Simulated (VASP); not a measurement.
# HgTe (F-43m) in VASP: further runs

The runs below take HgTe through single point, relaxation of cell and atoms, with PBE.

Program: VASP 6.6.1. These are calculated values, not measurements. Logs are shortened: lines on timing, memory, paths and dates and some standing lists are left out, and cuts for length are marked.

## Step 1: The cell of the first run

It takes space group F-43m (No. 216, cubic). The conventional cell has a = 6.653 Å, b = 6.653 Å, c = 6.653 Å, α = 90.00°, β = 90.00°, γ = 90.00°. Hg (site symmetry -43m) has 4 Te at 2.88 Å within 3.8 Å. Within 3.8 Å of Te (site symmetry -43m) lie 4 Hg at 2.88 Å.

## Step 2: Single point, PBE

INCAR

```
  ALGO = Normal
  EDIFF = 1E-6
  ENCUT = 520
  GGA = PE
  ISIF = 2
  ISMEAR = -1
  LASPH = True
  LCHARG = False
  LREAL = False
  LWAVE = False
  NBANDS = 16
  NELM = 60
  PREC = Accurate
  SIGMA = 0.15
```

KPOINTS

```
k-points
0
Gamma
  12 12 12
```

POSCAR

```
HgTe
1.0
    0.0000000000      3.3264647587      3.3264647587
    3.3264647587      0.0000000000      3.3264647587
    3.3264647587      3.3264647587      0.0000000000
Hg Te
1 1
Direct
    0.0000000000      0.0000000000      0.0000000000
    0.7500000000      0.7500000000      0.7500000000
```

Potentials or basis: VASP PAW PBE potentials, release 64 (Hg, Te).

The run is started by

```
> cat potpaw_PBE.64/Hg/POTCAR potpaw_PBE.64/Te/POTCAR > POTCAR
> mpirun -np 1 vasp_std > vasp.out
```

OUTCAR:

```text
EDIFF = 1E-6
   ENCUT = 520
   GGA = PE
   ISIF = 2
   ISMEAR = -1
   LASPH = True
   LREAL = False
   NELM = 60
   PREC = Accurate

 ion  position               nearest neighbor table
   1  0.000  0.000  0.000-   2 2.88   2 2.88   2 2.88   2 2.88
   2  0.750  0.750  0.750-   1 2.88   1 2.88   1 2.88   1 2.88

  LATTYP: Found a face centered cubic cell.
 ALAT       =     6.6529295174

  Lattice vectors:

 A1 = (   0.0000000000,   3.3264647587,   3.3264647587)
 A2 = (   3.3264647587,   0.0000000000,   3.3264647587)
 A3 = (   3.3264647587,   3.3264647587,   0.0000000000)

Analysis of symmetry for initial positions (statically):
=====================================================================
 Subroutine PRICEL returns:
 Original cell was already a primitive cell.

 Routine SETGRP: Setting up the symmetry group for a
 face centered cubic supercell.

 Subroutine GETGRP returns: Found 24 space group operations
 (whereof 24 operations were pure point group operations)
 out of a pool of 48 trial point group operations.

The static configuration has the point symmetry T_d .

Analysis of symmetry for dynamics (positions and initial velocities):
=====================================================================
 Subroutine PRICEL returns:
 Original cell was already a primitive cell.

 Routine SETGRP: Setting up the symmetry group for a
 face centered cubic supercell.

 Subroutine GETGRP returns: Found 24 space group operations
 (whereof 24 operations were pure point group operations)
 out of a pool of 48 trial point group operations.

The dynamic configuration has the point symmetry T_d .

 Subroutine INISYM returns: Found 24 space group operations
 (whereof 24 operations are pure point group operations),
 and found     1 'primitive' translations

----------------------------------------------------------------------------------------

                                     Primitive cell

  volume of cell :      73.6171

  direct lattice vectors                    reciprocal lattice vectors
     0.000000000  3.326464759  3.326464759    -0.150309724  0.150309724  0.150309724
     3.326464759  0.000000000  3.326464759     0.150309724 -0.150309724  0.150309724
     3.326464759  3.326464759  0.000000000     0.150309724  0.150309724 -0.150309724

  length of vectors
     4.704331577  4.704331577  4.704331577     0.260344079  0.260344079  0.260344079

  position of ions in fractional coordinates (direct lattice)
     0.000000000  0.000000000  0.000000000
     0.750000000  0.750000000  0.750000000

  ion indices of the primitive-cell ions
   primitive index   ion index
                 1           1
                 2           2

----------------------------------------------------------------------------------------

 KPOINTS: k-points

Automatic generation of k-mesh.
 Grid dimensions read from file:
 generate k-points for:   12   12   12

 Generating k-lattice:

  Cartesian coordinates                     Fractional coordinates (reciprocal lattice)
    -0.012525810  0.012525810  0.012525810     0.083333333  0.000000000  0.000000000
     0.012525810 -0.012525810  0.012525810     0.000000000  0.083333333  0.000000000
     0.012525810  0.012525810 -0.012525810     0.000000000  0.000000000  0.083333333

  Length of vectors
     0.021695340  0.021695340  0.021695340

  Shift w.r.t. Gamma in fractional coordinates (k-lattice)
     0.000000000  0.000000000  0.000000000

 Subroutine IBZKPT returns following result:
 ===========================================

 Found     72 irreducible k-points:

 Following reciprocal coordinates:
            Coordinates               Weight
  0.000000  0.000000  0.000000      1.000000
  0.083333  0.000000  0.000000      8.000000
  0.166667  0.000000  0.000000      8.000000
  0.250000  0.000000  0.000000      8.000000
  0.333333  0.000000  0.000000      8.000000
  0.416667  0.000000  0.000000      8.000000
[... 16 lines left out ...]
  0.500000  0.166667  0.000000     24.000000
 -0.416667  0.166667  0.000000     24.000000
 [... further k-points ...]
   k-points           NKPTS =     72   k-points in BZ     NKDIM =     72   number of bands    NBANDS=     16
   number of dos      NEDOS =    301   number of ions     NIONS =      2
   total plane-waves  NPLWV =  46656
   dimension x,y,z NGX =    36 NGY =   36 NGZ =   36
   dimension x,y,z NGXF=    72 NGYF=   72 NGZF=   72
   ions per type =               1   1
   NGX,Y,Z   is equivalent  to a cutoff of  12.72, 12.72, 12.72 a.u.
   NGXF,Y,Z  is equivalent  to a cutoff of  25.44, 25.44, 25.44 a.u.
 SYSTEM =  unknown system
   PREC   = accura    normal or accurate (medium, high low for compatibility)
   ISTART =      0    job   : 0-new  1-cont  2-samecut
   ICHARG =      2    charge: 1-file 2-atom 10-const
   ISPIN  =      1    spin polarized calculation?
   LNONCOLLINEAR =      F non collinear calculations
   LSORBIT =      F    spin-orbit coupling
   LASPH  =      T    aspherical Exc in radial PAW
   ENCUT  =  520.0 eV  38.22 Ry    6.18 a.u.   8.75  8.75  8.75*2*pi/ulx,y,z
   NELM   =     60;   NELMIN=  2; NELMDL= -5     # of ELM steps
   EDIFF  = 0.1E-05   stopping-criterion for ELM
   LREAL  =      F    real-space projection
   EDIFFG = 0.1E-04   stopping-criterion for IOM
   NSW    =      0    number of steps for IOM
   IBRION =     -1    ionic relax: 0-MD 1-quasi-New 2-CG
   NFREE  =      0    steps in history (QN), initial steepest desc. (CG)
   ISIF   =      2    stress and relaxation
   ISYM   =      2    0-nonsym 1-usesym 2-fastsym
   POTIM  = 0.5000    time-step for ionic-motion
   TEBEG  =    0.0;   TEEND  =   0.0 temperature during run
   PSTRESS=    0.0 pullay stress
   NELECT =      18.0000    total number of electrons
   NUPDOWN=      -1.0000    fix difference up-down
   EMIN   =  10.00;   EMAX   =-10.00  energy-range for DOS
   EFERMI =   0.00;   METHOD = LEGACY
   ISMEAR =    -1;   SIGMA  =   0.15  broadening in eV -4-tet -1-fermi 0-gaus
   EFERMI_NEDOS =   21; number of points for ismear=-14 and -15
   IALGO  =     38    algorithm
   IMIX   =      4    mixing-type and parameters
     AMIX     =   0.40;   BMIX     =  1.00
     AMIX_MAG =   1.60;   BMIX_MAG =  1.00
  volume/ion in A,a.u.               =      36.81       248.40
  Fermi-wavevector in a.u.,A,eV,Ry     =   1.023700  1.934513 14.258387  1.047962
  Thomas-Fermi vector in A             =   2.157448
   LORBIT       =      0    0 simple, 1 ext, 2 COOP (PROOUT), +10 PAW based schemes
   GGA     = PE    functional components
   LHFCALC =     F    Hartree Fock is set to
   AEXX    =    0.0000 exact exchange contribution
   IVDW    =     0    specifies the selected vdW correction
   LEPSILON=     F    determine dielectric tensor
   LRPA    =     F    only Hartree local field effects (RPA)
 non-spin polarized calculation
  energy-cutoff  :      520.00
  volume of cell :       73.62
 maximum number of plane-waves:      2012
   NGX = 17   NGY = 17   NGZ = 17

 number of electron      17.9999998 magnetization

 Free energy of the ion-electron system (eV)
  ---------------------------------------------------
  ext. energy  EPLUGINS =         0.00000000
  ---------------------------------------------------
  free energy    TOTEN  =        -3.65466284 eV

  energy without entropy =       -3.64516712  energy(sigma->0) =       -3.64991498

 E-fermi :   2.4896     XC(G=0):  -8.3543

 val. band max:        2.2236929968   @ k =   0.0000   0.0000   0.0000
 cond. band min:       2.5760396671   @ k =   0.0833   0.0000   0.0000
 fundamental gap:      0.3523466703
 Fermi energy:         2.4896345429

 k-point     1 :       0.0000    0.0000    0.0000
  band No.  band energies     occupation
      1      -9.1844      2.00000
      2      -4.6612      2.00000
      3      -4.6612      2.00000
      4      -4.6612      2.00000
      5      -4.2298      2.00000
      6      -4.2298      2.00000
[... 8 lines left out ...]
     15      11.6521      0.00000
     16      11.6521      0.00000

 k-point     2 :       0.0833    0.0000    0.0000
  band No.  band energies     occupation
      1      -9.1553      2.00000
      2      -4.6531      2.00000
      3      -4.6531      2.00000
      4      -4.6485      2.00000
      5      -4.2306      2.00000
      6      -4.2306      2.00000
[... 8 lines left out ...]
     15      11.1908      0.00000
     16      11.1908      0.00000

 k-point     3 :       0.1667    0.0000    0.0000
  band No.  band energies     occupation
      1      -9.0743      2.00000
      2      -4.6317      2.00000
      3      -4.6317      2.00000
      4      -4.6036      2.00000
      5      -4.2317      2.00000
      6      -4.2317      2.00000
[... 8 lines left out ...]
     15      10.7898      0.00000
     16      10.7898      0.00000

 k-point     4 :       0.2500    0.0000    0.0000
  band No.  band energies     occupation
      1      -8.9595      2.00000
      2      -4.6044      2.00000
      3      -4.6044      2.00000
      4      -4.5082      2.00000
      5      -4.2301      2.00000
      6      -4.2301      2.00000
[... 8 lines left out ...]
     15      10.7266      0.00000
     16      10.7266      0.00000

 k-point     5 :       0.3333    0.0000    0.0000
  band No.  band energies     occupation
      1      -8.8398      2.00000
      2      -4.5801      2.00000
      3      -4.5801      2.00000
      4      -4.3432      2.00000
      5      -4.2242      2.00000
      6      -4.2242      2.00000
[... 8 lines left out ...]
     15      11.0590      0.00000
     16      11.0590      0.00000

 k-point     6 :       0.4167    0.0000    0.0000
  band No.  band energies     occupation
      1      -8.7489      2.00000
      2      -4.5648      2.00000
      3      -4.5648      2.00000
      4      -4.2166      2.00000
      5      -4.2166      2.00000
      6      -4.1193      2.00000
[... 8 lines left out ...]
     15      11.6885      0.00000
     16      11.6885      0.00000
[... 267 lines left out ...]
 k-point    21 :       0.3333    0.1667    0.0000
  band No.  band energies     occupation
      1      -8.8421      2.00000
      2      -4.5767      2.00000
      3      -4.5417      2.00000
      4      -4.4498      2.00000
      5      -4.2324      2.00000
      6      -4.2072      2.00000
[... 8 lines left out ...]
     15      11.5688      0.00000
     16      11.8355      0.00000

 k-point    22 :       0.4167    0.1667    0.0000
  band No.  band energies     occupation
      1      -8.7410      2.00000
      2      -4.5555      2.00000
      3      -4.5227      2.00000
      4      -4.3278      2.00000
      5      -4.2048      2.00000
      6      -4.1568      2.00000
[... 8 lines left out ...]
     15      11.5896      0.00000
     16      12.2301      0.00000

 k-point    23 :       0.5000    0.1667    0.0000
  band No.  band energies     occupation
      1      -8.6763      2.00000
      2      -4.5429      2.00000
      3      -4.5164      2.00000
      4      -4.2652      2.00000
      5      -4.2087      2.00000
      6      -3.9919      2.00000
[... 8 lines left out ...]
     15      11.7672      0.00000
     16      12.2623      0.00000

 k-point    24 :      -0.4167    0.1667    0.0000
  band No.  band energies     occupation
      1      -8.6679      2.00000
      2      -4.5381      2.00000
      3      -4.5224      2.00000
      4      -4.2403      2.00000
      5      -4.2203      2.00000
      6      -3.9539      2.00000
[... 8 lines left out ...]
     15      11.4845      0.00000
     16      11.7361      0.00000

 [... further k-points ...]
[... 5 lines left out ...]
  --------------------------------------------------------------------------------------
  -------------------------------------------------------------------------------------
  Total        0.0163215      0.0163215      0.0163215      0.0000000     -0.0000000      0.0000000
  in kB        0.3552145      0.3552145      0.3552145      0.0000000     -0.0000000      0.0000000
  external PRESSURE =       0.3552145 kB  Pullay stress =       0.0000000 kB

 VOLUME and BASIS-vectors are now :
 -----------------------------------------------------------------------------
  energy-cutoff  :      520.00
  volume of cell :       73.62
      direct lattice vectors                 reciprocal lattice vectors
     0.000000000  3.326464759  3.326464759    -0.150309724  0.150309724  0.150309724
     3.326464759  0.000000000  3.326464759     0.150309724 -0.150309724  0.150309724
     3.326464759  3.326464759  0.000000000     0.150309724  0.150309724 -0.150309724

 POSITION                                       TOTAL-FORCE (eV/Angst)
 -----------------------------------------------------------------------------------
      0.00000      0.00000      0.00000        -0.000000      0.000000     -0.000000
      4.98970      4.98970      4.98970         0.000000     -0.000000      0.000000
 -----------------------------------------------------------------------------------
    total drift:                                0.000000      0.000000      0.000000

  FREE ENERGIE OF THE ION-ELECTRON SYSTEM (eV)
  ---------------------------------------------------
  free  energy   TOTEN  =        -3.6546628435 eV

  energy  without entropy=       -3.6451671210  energy(sigma->0) =       -3.64991498
```

It took 54 s on 1 thread of Intel Xeon Platinum 8175M at 2.50GHz (Skylake/Cascade Lake), shared host; peak memory 0.26 GiB.

What came out:

```
Free energy            : -3.6547 eV
Pressure               : 0.0 GPa
Band gap on the k mesh : zero (filled and empty bands touch)
```

Caveat: spin-orbit coupling is left out, which moves the levels of the heavy elements.

(Part 1 of 3 ends here.)
